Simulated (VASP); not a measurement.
# TaN: single point with PBE

Crystal: TaN.

```xyz
2
Lattice="2.8780 0.0000 0.0000 -1.4390 2.4924 0.0000 0.0000 0.0000 2.8241" Properties=species:S:1:pos:R:3 pbc="T T T"
Ta    0.0000    0.0000    1.4121
N     1.4390    0.8308    0.0000
```

This cell differs from its parent crystal: volume scaled by 0.94.

| Property | Result |
| --- | --- |
| Program | VASP 6.6.1 |
| Task | single point |
| Functional | PBE |
| Potentials or basis | VASP PAW PBE potentials, release 64 (Ta_pv, N) |
| Cutoff | 520 eV |
| k mesh | 10 × 10 × 9 |
| Occupations | fermi-dirac, width 0.05 eV |
| Spin | no spin polarisation |

```json
{
  "Pressure": "31.0 GPa",
  "Band gap on the k mesh": "zero (band 8 reaches 9.15 eV, above the bottom of band 9 at 8.84 eV)"
}
```

Stress tensor (GPa, compression positive):
```
29.59  0.00  0.00
 0.00 29.59  0.00
 0.00  0.00 33.80
```

Levels at points of the mesh, in eV from the Fermi level:
| k point | band 6 | band 7 | band 8 | band 9 | band 10 | band 11 |
| --- | --- | --- | --- | --- | --- | --- |
| (0.00, 0.00, 0.00) | -4.91 | -4.56 | -3.06 | 2.62 | 3.82 | 3.82 |
| (0.50, 0.00, 0.00) | -5.57 | -3.80 | -3.36 | 3.21 | 4.34 | 5.53 |

Run time: 7.1 s on 1 thread of Intel(R) Xeon(R) 6975P-C (Granite Rapids) (shared host), peak memory 0.15 GiB.

Caveat: spin-orbit coupling is left out, which moves the levels of the heavy elements.
